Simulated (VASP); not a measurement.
Runs of VASP 6.6.1 on W. The structure is that of space group Im-3m (No. 229), or close to it. The cells are those of the table. 

| task | cell | k mesh | cutoff (eV) | gap on the mesh (eV) | pressure (GPa) | relaxed volume (Å³/atom) |
| --- | --- | --- | --- | --- | --- | --- |
| single point | a = 2.745 Å, angles 109.5°, 1 atom | 8 × 8 × 8 | 520 | none | 1.1 | - |
| relaxation of cell and atoms | relaxed from a = 2.773 Å, angles 109.5°, 1 atom | 8 × 8 × 8 | 600 | none | -0.4 | (a) |
| single point | a = 2.773 Å, angles 109.5°, 1 atom | 8 × 8 × 8 | 520 | none | -8.1 | - |
| single point | a = 2.744 Å, angles 109.5°, 1 atom | 18 × 18 × 18 | 520 | none | 1.1 | - |
| relaxation of cell and atoms | relaxed from a = 2.745 Å, angles 109.5°, 1 atom | 18 × 18 × 18 | 600 | none | 0.0 | 15.97 |

Alike in all rows: level r2SCAN; potentials or basis VASP PAW PBE potentials, release 64 (W_sv); no spin polarisation; smearing gaussian 0.1 eV.

Fill in the values left out.

(a) 16.00.

Caveats: the PAW data sets were made with another functional, which shifts forces and pressure a little; spin-orbit coupling is left out, which moves the levels of the heavy elements.

A k mesh can miss the band edges, and the runs leave out spin-orbit coupling on W.

A gap of «none» marks levels without a gap at the run's occupations.
